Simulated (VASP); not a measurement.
# Si (P6_3/mmc) in VASP: single point with revPBE+D3(BJ)

Aim: the single point of Si with revPBE+D3(BJ).

Everything below comes from runs of VASP 6.6.1. Logs are shortened: lines on timing, memory, paths and dates and some standing lists are left out, and cuts for length are marked.

**1. The cell of the first run**

Symmetry: P6_3/mmc, No. 194, hexagonal system. The conventional cell has a = 2.444 Å, b = 2.444 Å, c = 4.152 Å, α = 90.00°, β = 90.00°, γ = 120.00°. Within 3.2 Å of Si (site symmetry -6m2) lie 12 Si at 2.44 to 2.51 Å.

This isn't the form of Si at room conditions, which is diamond.

**2. Single point, revPBE+D3(BJ)**

File INCAR:

```
ALGO = Normal
EDIFF = 1E-6
ENCUT = 500
GGA = RE
GGA_COMPAT = F
ISIF = 2
ISMEAR = 1
ISYM = -1
IVDW = 12
LASPH = T
LCHARG = F
LREAL = F
LWAVE = F
NBANDS = 11
NELM = 120
PREC = Accurate
SIGMA = 0.1
```

File KPOINTS:

```
explicit points
592
Reciprocal
  0.03846154   0.03846154   0.07142857 2
  0.03846154   0.03846154   0.21428571 2
  0.03846154   0.03846154   0.35714286 2
  0.03846154   0.03846154   0.50000000 2
  0.03846154   0.03846154   0.64285714 2
  0.03846154   0.03846154   0.78571429 2
[... 584 lines left out ...]
  0.50000000   0.50000000   0.35714286 2
  0.50000000   0.50000000   0.50000000 1
```

File POSCAR:

```
Si
1.0
    2.4440000000      0.0000000000      0.0000000000
   -1.2220000000      2.1165660900      0.0000000000
    0.0000000000      0.0000000000      4.1520000000
Si
2
Direct
    0.3333333333      0.6666666667      0.2500000000
    0.6666666667      0.3333333333      0.7500000000
```

Potentials or basis: VASP PAW PBE potentials, release 64 (Si).

Launch:

```sh
cat potpaw_PBE.64/Si/POTCAR > POTCAR
mpirun -np 1 vasp_std > vasp.out
```

OUTCAR:

```text
EDIFF = 1E-6
   ENCUT = 500
   GGA = RE
   ISIF = 2
   ISMEAR = 1
   ISYM = -1
   IVDW = 12
   LASPH = T
   LREAL = F
   NELM = 120
   PREC = Accurate
 IVDW          = 12

 ion  position               nearest neighbor table
   1  0.333  0.667  0.250-   2 2.51   2 2.51   2 2.51   2 2.51   2 2.51   2 2.51
   2  0.667  0.333  0.750-   1 2.51   1 2.51   1 2.51   1 2.51   1 2.51   1 2.51

IMPORTANT INFORMATION: All symmetrisations will be switched off!
NOSYMM: (Re-)initialisation of all symmetry stuff for point group C_1.

----------------------------------------------------------------------------------------

                                     Primitive cell

  volume of cell :      21.4778

  direct lattice vectors                    reciprocal lattice vectors
     2.444000000  0.000000000  0.000000000     0.409165303  0.236231697  0.000000000
    -1.222000000  2.116566090  0.000000000     0.000000000  0.472463395  0.000000000
     0.000000000  0.000000000  4.152000000     0.000000000  0.000000000  0.240847784

  length of vectors
     2.444000000  2.444000003  4.152000000     0.472463395  0.472463395  0.240847784

  position of ions in fractional coordinates (direct lattice)
     0.333333333  0.666666667  0.250000000
     0.666666667  0.333333333  0.750000000

  ion indices of the primitive-cell ions
   primitive index   ion index
                 1           1
                 2           2

----------------------------------------------------------------------------------------

 KPOINTS: explicit points

Read explicit list of k-points.

 Found    592 k-points:

 Following reciprocal coordinates:
            Coordinates               Weight
  0.038462  0.038462  0.071429      0.001691
  0.038462  0.038462  0.214286      0.001691
  0.038462  0.038462  0.357143      0.001691
  0.038462  0.038462  0.500000      0.001691
  0.038462  0.038462  0.642857      0.001691
  0.038462  0.038462  0.785714      0.001691
[... 16 lines left out ...]
  0.038462  0.269231  0.214286      0.001691
  0.038462  0.269231  0.357143      0.001691
 [... further k-points ...]
   k-points           NKPTS =    592   k-points in BZ     NKDIM =    592   number of bands    NBANDS=     11
   number of dos      NEDOS =    301   number of ions     NIONS =      2
   total plane-waves  NPLWV =   9720
   dimension x,y,z NGX =    18 NGY =   18 NGZ =   30
   dimension x,y,z NGXF=    36 NGYF=   36 NGZF=   60
   ions per type =               2
   NGX,Y,Z   is equivalent  to a cutoff of  12.24, 12.24, 12.01 a.u.
   NGXF,Y,Z  is equivalent  to a cutoff of  24.49, 24.49, 24.02 a.u.
 SYSTEM =  unknown system
   PREC   = accura    normal or accurate (medium, high low for compatibility)
   ISTART =      0    job   : 0-new  1-cont  2-samecut
   ICHARG =      2    charge: 1-file 2-atom 10-const
   ISPIN  =      1    spin polarized calculation?
   LNONCOLLINEAR =      F non collinear calculations
   LSORBIT =      F    spin-orbit coupling
   LASPH  =      T    aspherical Exc in radial PAW
   ENCUT  =  500.0 eV  36.75 Ry    6.06 a.u.   4.46  4.46  7.57*2*pi/ulx,y,z
   NELM   =    120;   NELMIN=  2; NELMDL= -5     # of ELM steps
   EDIFF  = 0.1E-05   stopping-criterion for ELM
   LREAL  =      F    real-space projection
   EDIFFG = 0.1E-04   stopping-criterion for IOM
   NSW    =      0    number of steps for IOM
   IBRION =     -1    ionic relax: 0-MD 1-quasi-New 2-CG
   NFREE  =      0    steps in history (QN), initial steepest desc. (CG)
   ISIF   =      2    stress and relaxation
   ISYM   =     -1    0-nonsym 1-usesym 2-fastsym
   POTIM  = 0.5000    time-step for ionic-motion
   TEBEG  =    0.0;   TEEND  =   0.0 temperature during run
   PSTRESS=    0.0 pullay stress
   NELECT =       8.0000    total number of electrons
   NUPDOWN=      -1.0000    fix difference up-down
   EMIN   =  10.00;   EMAX   =-10.00  energy-range for DOS
   EFERMI =   0.00;   METHOD = LEGACY
   ISMEAR =     1;   SIGMA  =   0.10  broadening in eV -4-tet -1-fermi 0-gaus
   EFERMI_NEDOS =   21; number of points for ismear=-14 and -15
   IALGO  =     38    algorithm
   IMIX   =      4    mixing-type and parameters
     AMIX     =   0.40;   BMIX     =  1.00
     AMIX_MAG =   1.60;   BMIX_MAG =  1.00
  volume/ion in A,a.u.               =      10.74        72.47
  Fermi-wavevector in a.u.,A,eV,Ry     =   1.177899  2.225906 18.877348  1.387446
  Thomas-Fermi vector in A             =   2.314237
   LORBIT       =      0    0 simple, 1 ext, 2 COOP (PROOUT), +10 PAW based schemes
   GGA     = RE    functional components
   LHFCALC =     F    Hartree Fock is set to
   AEXX    =    0.0000 exact exchange contribution
   IVDW    =    12    specifies the selected vdW correction
   LEPSILON=     F    determine dielectric tensor
   LRPA    =     F    only Hartree local field effects (RPA)
 non-spin polarized calculation
 Methfessel and Paxton  Order N= 1 SIGMA  =   0.10
  energy-cutoff  :      500.00
  volume of cell :       21.48
 maximum number of plane-waves:       558
 NGX is ok and might be reduce to    18
   NGX =  9   NGY =  9   NGZ = 15

 number of electron       8.0000000 magnetization

 Free energy of the ion-electron system (eV)
  ---------------------------------------------------
  ext. energy  EPLUGINS =         0.00000000
  ---------------------------------------------------
  free energy    TOTEN  =        -8.51161948 eV

  energy without entropy =       -8.51218492  energy(sigma->0) =       -8.51180796

 E-fermi :  14.6730     XC(G=0): -12.4330

 val. band max:       14.6546761055   @ k =   0.2692   0.4231   0.7857
 cond. band min:      14.6788628932   @ k =   0.2692   0.5769   0.9286
 fundamental gap:      0.0241867878
 Fermi energy:        14.6729601342

 k-point     1 :       0.0385    0.0385    0.0714
  band No.  band energies     occupation
      1      -2.6596      2.00000
      2       4.4153      2.00000
      3       6.7156      2.00000
      4      23.8173      0.00000
      5      23.9969      0.00000
      6      25.7681      0.00000
      7      27.5291      0.00000
      8      27.6485      0.00000
      9      29.3252      0.00000
     10      30.0317      0.00000
     11      30.5705      0.00000

 k-point     2 :       0.0385    0.0385    0.2143
  band No.  band energies     occupation
      1      -2.3162      2.00000
      2       2.4221      2.00000
      3       9.3097      2.00000
      4      22.1040      0.00000
      5      24.2698      0.00000
      6      24.4720      0.00000
      7      27.4882      0.00000
      8      27.5638      0.00000
      9      28.6251      0.00000
     10      28.8486      0.00000
     11      31.4196      0.00000

 k-point     3 :       0.0385    0.0385    0.3571
  band No.  band energies     occupation
      1      -1.6314      2.00000
      2       0.7443      2.00000
      3      12.1852      2.00000
      4      18.6761      0.00000
      5      24.8035      0.00000
      6      24.9248      0.00000
      7      26.7074      0.00000
      8      26.8482      0.00000
      9      28.6537      0.00000
     10      28.7761      0.00000
     11      30.4373      0.00000

 k-point     4 :       0.0385    0.0385    0.5000
  band No.  band energies     occupation
      1      -0.6093      2.00000
      2      -0.6093      2.00000
      3      15.3211     -0.00000
      4      15.3211     -0.00000
      5      25.4325      0.00000
      6      25.4325      0.00000
      7      26.0030      0.00000
      8      26.0030      0.00000
      9      29.3707      0.00000
     10      29.3758      0.00000
     11      29.5236      0.00000

 k-point     5 :       0.0385    0.0385    0.6429
  band No.  band energies     occupation
      1      -1.6314      2.00000
      2       0.7443      2.00000
      3      12.1852      2.00000
      4      18.6761      0.00000
      5      24.8035      0.00000
      6      24.9248      0.00000
      7      26.7074      0.00000
      8      26.8482      0.00000
      9      28.6537      0.00000
     10      28.7761      0.00000
     11      30.4671      0.00000
[... 211 lines left out ...]
 k-point    21 :       0.0385    0.1923    0.9286
  band No.  band energies     occupation
      1      -1.3231      2.00000
      2       5.6902      2.00000
      3       7.9650      2.00000
      4      16.5818     -0.00000
      5      20.7923      0.00000
      6      22.8828      0.00000
      7      24.4662      0.00000
      8      25.2627      0.00000
      9      27.0554      0.00000
     10      28.3037      0.00000
     11      29.4952      0.00000

 k-point    22 :       0.0385    0.2692    0.0714
  band No.  band energies     occupation
      1      -0.0921      2.00000
      2       6.8513      2.00000
      3       9.0771      2.00000
      4      13.2376      2.00000
      5      19.1877      0.00000
      6      20.2100      0.00000
      7      21.7211      0.00000
      8      24.0695      0.00000
      9      26.1247      0.00000
     10      28.0856      0.00000
     11      29.0134      0.00000

 k-point    23 :       0.0385    0.2692    0.2143
  band No.  band energies     occupation
      1       0.2460      2.00000
      2       4.9030      2.00000
      3      11.5004      2.00000
      4      13.6366      2.00000
      5      17.7402      0.00000
      6      20.2058      0.00000
      7      23.2316      0.00000
      8      23.9813      0.00000
      9      24.5112      0.00000
     10      26.3431      0.00000
     11      29.3678      0.00000

 k-point    24 :       0.0385    0.2692    0.3571
  band No.  band energies     occupation
      1       0.9201      2.00000
      2       3.2565      2.00000
      3      13.5830      2.00000
      4      14.8006     -0.07015
      5      16.4021     -0.00000
      6      20.3607      0.00000
      7      21.4750      0.00000
      8      22.9620      0.00000
      9      24.9622      0.00000
     10      26.3448      0.00000
     11      28.9962      0.00000

 [... further k-points ...]

------------------------ aborting loop because EDIFF is reached ----------------------------------------

 Edisp (eV)   -2.28158

 E8    (eV) :    -1.5579

  FORCE on cell =-STRESS in cart. coord.  units (eV):
  Direction    XX          YY          ZZ          XY          YZ          ZX
  --------------------------------------------------------------------------------------
  -------------------------------------------------------------------------------------
  Total       4.69792     4.21531     4.13284    -0.41796     0.00000     0.00000
  in kB     350.45006   314.44855   308.29684   -31.17821     0.00002     0.00003
  external pressure =      324.40 kB  Pullay stress =        0.00 kB

 VOLUME and BASIS-vectors are now :
 -----------------------------------------------------------------------------
  energy-cutoff  :      500.00
  volume of cell :       21.48
      direct lattice vectors                 reciprocal lattice vectors
     2.444000000  0.000000000  0.000000000     0.409165303  0.236231697  0.000000000
    -1.222000000  2.116566090  0.000000000     0.000000000  0.472463395  0.000000000
     0.000000000  0.000000000  4.152000000     0.000000000  0.000000000  0.240847784

 POSITION                                       TOTAL-FORCE (eV/Angst)
 -----------------------------------------------------------------------------------
     -0.00000      1.41104      1.03800        -0.001540      0.000889      0.000000
      1.22200      0.70552      3.11400         0.001540     -0.000889     -0.000000
 -----------------------------------------------------------------------------------
    total drift:                               -0.000000      0.000000     -0.000000

  FREE ENERGIE OF THE ION-ELECTRON SYSTEM (eV)
  ---------------------------------------------------
  free  energy   TOTEN  =       -10.7931949832 eV

  energy  without entropy=      -10.7937604303  energy(sigma->0) =      -10.79338347
```

Wall time 40 s (1 thread of AMD EPYC 9R45 (Zen 5), shared host); peak memory 0.19 GiB.

Results:

| Property | Result |
| --- | --- |
| Free energy | -10.7932 eV |
| Pressure | 32.4 GPa |
| Band gap on the k mesh | zero (bands 4 and 5 overlap by 13.67 eV) |
| Dispersion energy per atom | -1.141 eV |

Caveat: the cell stands under pressure; the PAW data sets were made with another functional, which shifts forces and pressure a little.
